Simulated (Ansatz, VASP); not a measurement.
# Ta2NbO2 in VASP and in Ansatz

```xyz
5
Lattice="4.1873 0.0000 0.0000 0.0000 4.1873 0.0000 0.0000 0.0000 4.2029" Properties=species:S:1:pos:R:3 pbc="T T T"
Ta    2.0937    0.0000    2.1015
Ta    0.0000    2.0937    2.1015
Nb    2.0937    2.0937    0.0000
O     2.0937    0.0000    0.0000
O     0.0000    2.0937    0.0000
```

Change from the starting cell: the structure that the rattled cell fell into.

Alike in both runs: functional PBE; k mesh 10 × 10 × 10; occupations gaussian, width 0.1 eV; no spin polarisation.

Ansatz relaxed the structure, and its values are those at the end. VASP's run is a single point on that final structure, the one shown.

|  | VASP | Ansatz |
| --- | --- | --- |
| version | VASP 6.6.1 | Ansatz 0.2.0 |
| potentials or method | VASP PAW PBE potentials, release 64 (Ta_pv, Nb_sv, O), cutoff 520 eV | scalar-relativistic, plane waves, PAW |
| valence electrons in the cell | 47 | 51 |

|  | VASP | Ansatz | Ansatz less VASP |
| --- | --- | --- | --- |
| gap on the k mesh at the Fermi level (eV) | none | none | - |
| pressure (GPa) | 0.0 | 0.0 | +0.05 |

A gap of «none» marks a metal or a gap that the smearing closes. VASP's potentials hold 47 valence electrons a cell and Ansatz's 51, so a difference there can come from the potentials and not from the codes.

Neither program's run includes spin-orbit coupling.
